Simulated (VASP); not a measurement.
# W (Im-3m) in VASP: further runs, part 2 of 2

VASP 6.6.1. The steps go on from the part before.

**4. Relaxation of cell and atoms, PBEsol**

This run uses another cell than the first one, of 17.02 Å³/atom, 1.082 times its volume.

The input, INCAR:

```
ALGO = Normal ; EDIFF = 1E-6
EDIFFG = -0.05 ; ENCUT = 600
GGA = PS ; IBRION = 2
ISIF = 3 ; ISMEAR = 0
LASPH = T ; LCHARG = F
LREAL = F ; LWAVE = F
NELM = 80 ; NSW = 80
PREC = Accurate ; SIGMA = 0.1
```

The input, KPOINTS:

```
k-points
0
Gamma
  8 8 8
```

The input, POSCAR:

```
W
1.0
   -1.6203678277      1.6203678277      1.6203678277
    1.6203678277     -1.6203678277      1.6203678277
    1.6203678277      1.6203678277     -1.6203678277
W
1
Direct
    0.0000000000      0.0000000000      0.0000000000
```

Potentials or basis: VASP PAW PBE potentials, release 64 (W_sv).

Command:

```console
cat potpaw_PBE.64/W_sv/POTCAR > POTCAR
mpirun -np 1 vasp_std > vasp.out
```

OUTCAR:

```text
EDIFF = 1E-6
   EDIFFG = -0.05
   ENCUT = 600
   GGA = PS
   IBRION = 2
   ISIF = 3
   ISMEAR = 0
   LASPH = T
   LREAL = F
   NELM = 80
   NSW = 80
   PREC = Accurate

 ion  position               nearest neighbor table
   1  0.000  0.000  0.000-

  LATTYP: Found a body centered cubic cell.
 ALAT       =     3.2407356554

  Lattice vectors:

 A1 = (  -1.6203678277,   1.6203678277,   1.6203678277)
 A2 = (   1.6203678277,  -1.6203678277,   1.6203678277)
 A3 = (   1.6203678277,   1.6203678277,  -1.6203678277)

Analysis of symmetry for initial positions (statically):
=====================================================================
 Subroutine PRICEL returns:
 Original cell was already a primitive cell.

 Routine SETGRP: Setting up the symmetry group for a
 body centered cubic supercell.

 Subroutine GETGRP returns: Found 48 space group operations
[... 9 lines left out ...]

 Routine SETGRP: Setting up the symmetry group for a
 body centered cubic supercell.

 Subroutine GETGRP returns: Found 48 space group operations
[... 11 lines left out ...]
                                     Primitive cell

  volume of cell :      17.0177

  direct lattice vectors                    reciprocal lattice vectors
    -1.620367828  1.620367828  1.620367828     0.000000000  0.308571913  0.308571913
     1.620367828 -1.620367828  1.620367828     0.308571913  0.000000000  0.308571913
     1.620367828  1.620367828 -1.620367828     0.308571913  0.308571913  0.000000000

  length of vectors
     2.806559405  2.806559405  2.806559405     0.436386584  0.436386584  0.436386584

  position of ions in fractional coordinates (direct lattice)
     0.000000000  0.000000000  0.000000000

  ion indices of the primitive-cell ions
   primitive index   ion index
                 1           1

----------------------------------------------------------------------------------------

 KPOINTS: k-points

[... 106 lines left out ...]

--------------------------------------- Ionic step        1  -------------------------------------------

 number of electron      13.9999998 magnetization

 Free energy of the ion-electron system (eV)
  ---------------------------------------------------
  ext. energy  EPLUGINS =         0.00000000
  ---------------------------------------------------
  free energy    TOTEN  =       -13.71319136 eV

  energy without entropy =      -13.71318787  energy(sigma->0) =      -13.71318961

------------------------ aborting loop because EDIFF is reached ----------------------------------------

  FORCE on cell =-STRESS in cart. coord.  units (eV):
  Direction    XX          YY          ZZ          XY          YZ          ZX
  --------------------------------------------------------------------------------------
  -------------------------------------------------------------------------------------
  Total       -2.2941979     -2.2941979     -2.2941979      0.0000000      0.0000000      0.0000000
  in kB     -215.9934789   -215.9934789   -215.9934789      0.0000000      0.0000000      0.0000000
  external PRESSURE =    -215.9934789 kB  Pullay stress =       0.0000000 kB
[... 127 lines left out ...]
--------------------------------------- Ionic step        5  -------------------------------------------

 number of electron      14.0000001 magnetization

 Free energy of the ion-electron system (eV)
  ---------------------------------------------------
  ext. energy  EPLUGINS =         0.00000000
  ---------------------------------------------------
  free energy    TOTEN  =       -13.80511422 eV

  energy without entropy =      -13.80511239  energy(sigma->0) =      -13.80511331

 E-fermi :  11.1396     XC(G=0): -13.7983

 val. band max:       10.8579399764   @ k =   0.1250   0.0000   0.0000
 cond. band min:      11.4223190327   @ k =  -0.2500   0.2500   0.1250
 fundamental gap:      0.5643790563
 Fermi energy:        11.1396260219

 k-point     1 :       0.0000    0.0000    0.0000
  band No.  band energies     occupation
      1     -62.7666      2.00000
      2     -26.3145      2.00000
      3     -26.3145      2.00000
      4     -26.3145      2.00000
      5       1.6813      2.00000
      6      10.1270      2.00000
      7      10.1270      2.00000
      8      10.1270      2.00000
      9      13.6204      0.00000
     10      13.6204      0.00000
     11      25.9272      0.00000
[... 309 lines left out ...]
 k-point    24 :      -0.3750    0.3750    0.2500
  band No.  band energies     occupation
      1     -62.5943      2.00000
      2     -27.3027      2.00000
      3     -26.9316      2.00000
      4     -26.8090      2.00000
      5       6.7839      2.00000
      6       7.4991      2.00000
      7      10.8390      1.99998
      8      11.6385      0.00000
      9      15.1412      0.00000
     10      15.7921      0.00000
     11      25.1674      0.00000

 [... further k-points ...]

------------------------ aborting loop because EDIFF is reached ----------------------------------------

  FORCE on cell =-STRESS in cart. coord.  units (eV):
  Direction    XX          YY          ZZ          XY          YZ          ZX
  --------------------------------------------------------------------------------------
  -------------------------------------------------------------------------------------
  Total       -0.0007453     -0.0007453     -0.0007453     -0.0000000      0.0000000      0.0000000
  in kB       -0.0758278     -0.0758278     -0.0758278     -0.0000000      0.0000000      0.0000000
  external PRESSURE =      -0.0758278 kB  Pullay stress =       0.0000000 kB
[... 16 lines left out ...]
  FREE ENERGIE OF THE ION-ELECTRON SYSTEM (eV)
  ---------------------------------------------------
  free  energy   TOTEN  =       -13.8051142249 eV

  energy  without entropy=      -13.8051123888  energy(sigma->0) =      -13.80511331

 reached required accuracy - stopping structural energy minimisation
```

CONTCAR:

```text
W
   1.00000000000000
    -1.5790049918550846    1.5790049918550846    1.5790049918550846
     1.5790049918550846   -1.5790049918550846    1.5790049918550846
     1.5790049918550846    1.5790049918550846   -1.5790049918550846
  W
     1
Direct
     0.0000000000000000    0.0000000000000000    0.0000000000000000

  0.00000000E+00  0.00000000E+00  0.00000000E+00
```

Run time: 16 s. Hardware: 1 thread of Intel Xeon Platinum 8375C at 2.90GHz (Ice Lake), shared host; peak memory 0.15 GiB.

What came out:

* Free energy: -13.8051 eV
* Relaxed volume: 15.75 Å³/atom
* Relaxed cell: a = 2.735 Å, b = 2.735 Å, c = 2.735 Å, α = 109.47°, β = 109.47°, γ = 109.47°
* Space group after relaxing (to 0.05 Å): Im-3m (No. 229)
* Energy gained by relaxing: 91.9 meV/atom
* Ionic steps: 5
* Pressure after relaxing: 0.0 GPa
* Band gap on the k mesh: zero (band 7 reaches 16.60 eV, above the bottom of band 8 at 10.13 eV)

The path:
```csv
step,energy change (eV),largest force (eV/Å),pressure (GPa),volume (Å³)
1,0.0000,0.0000,-21.60,17.02
2,1.4022,0.0000,156.25,11.97
3,-0.0897,0.0000,-3.83,15.94
4,-0.0918,0.0000,-1.05,15.80
5,-0.0919,0.0000,-0.01,15.75
```

Final structure:
```cif
data_structure
_symmetry_space_group_name_H-M 'P 1'
_symmetry_Int_Tables_number 1
_cell_length_a 2.7349
_cell_length_b 2.7349
_cell_length_c 2.7349
_cell_angle_alpha 109.471
_cell_angle_beta 109.471
_cell_angle_gamma 109.471
_cell_volume 15.75
loop_
_atom_site_label
_atom_site_type_symbol
_atom_site_fract_x
_atom_site_fract_y
_atom_site_fract_z
_atom_site_occupancy
W1 W 0.00000 0.00000 0.00000 1
```

Levels at points of the mesh, in eV from the Fermi level:
| k point | band 3 | band 4 | band 5 | band 6 | band 7 | band 8 | band 9 | band 10 | band 11 |
| --- | --- | --- | --- | --- | --- | --- | --- | --- | --- |
| (0.00, 0.00, 0.00) | -37.45 | -37.45 | -9.46 | -1.01 | -1.01 | -1.01 | 2.48 | 2.48 | 14.79 |
| (0.50, 0.00, 0.00) | -37.88 | -37.46 | -6.10 | -3.37 | 0.95 | 2.38 | 3.37 | 6.46 | 11.75 |
| (0.50, 0.50, 0.50) | -38.38 | -38.38 | -5.68 | -5.68 | 5.46 | 5.46 | 5.46 | 8.54 | 8.54 |

Caveat: the PAW data sets were made with another functional, which shifts forces and pressure a little; spin-orbit coupling is left out, which moves the levels of the heavy elements.

**5. Single point, PBEsol**

This run uses another cell than the first one, of 15.69 Å³/atom, 0.998 times its volume.

The input, INCAR:

```
ALGO = Normal
EDIFF = 1E-6
ENCUT = 520
GGA = PS
ISIF = 2
ISMEAR = 0
LASPH = T
LCHARG = F
LREAL = F
LWAVE = F
NBANDS = 13
NELM = 100
PREC = Accurate
SIGMA = 0.1
```

The input, KPOINTS:

```
k-points
0
Gamma
  18 18 18
```

The input, POSCAR:

```
W
1.0
   -1.5771909497      1.5771909497      1.5771909497
    1.5771909497     -1.5771909497      1.5771909497
    1.5771909497      1.5771909497     -1.5771909497
W
1
Direct
    0.0000000000      0.0000000000      0.0000000000
```

Command:

```console
cat potpaw_PBE.64/W_sv/POTCAR > POTCAR
mpirun -np 1 vasp_std > vasp.out
```

It took 19 s on 1 thread of Intel Xeon Platinum 8375C at 2.90GHz (Ice Lake), shared host; peak memory 0.15 GiB.

The run converged. Its results:

- Free energy: -13.8015 eV
- Pressure: 0.6 GPa
- Band gap on the k mesh: zero (band 7 reaches 16.67 eV, above the bottom of band 8 at 10.17 eV)

Levels at points of the mesh, in eV from the Fermi level:
```
           k point  band 4  band 5  band 6  band 7  band 8  band 9  band 10  band 11
(0.00, 0.00, 0.00)  -37.67   -9.70   -1.24   -1.24   -1.24    2.27     2.27    14.57
(0.50, 0.00, 0.00)  -37.67   -6.35   -3.61    0.74    2.17    3.16     6.27    11.24
(0.50, 0.50, 0.50)  -38.60   -5.93   -5.93    5.26    5.26    5.26     8.34     8.34
```

Caveat: the PAW data sets were made with another functional, which shifts forces and pressure a little; spin-orbit coupling is left out, which moves the levels of the heavy elements.

**6. Summary**

```csv
task,cell,k mesh,cutoff (eV),gap on the mesh (eV),pressure (GPa)
single point,"a = 2.734 Å, angles 109.5°, 1 atom",8 × 8 × 8,520,none,0.3
single point,"a = 2.807 Å, angles 109.5°, 1 atom",8 × 8 × 8,520,none,-21.7
relaxation of cell and atoms,"relaxed from a = 2.807 Å, angles 109.5°, 1 atom",8 × 8 × 8,600,none,0.0
single point,"a = 2.732 Å, angles 109.5°, 1 atom",18 × 18 × 18,520,none,0.6
```

Alike in all rows: level PBEsol; potentials or basis VASP PAW PBE potentials, release 64 (W_sv); no spin polarisation; smearing gaussian 0.1 eV.

Caveats: the PAW data sets were made with another functional, which shifts forces and pressure a little; spin-orbit coupling is left out, which moves the levels of the heavy elements.

Absolute energies hang on the potentials; compare differences alone.
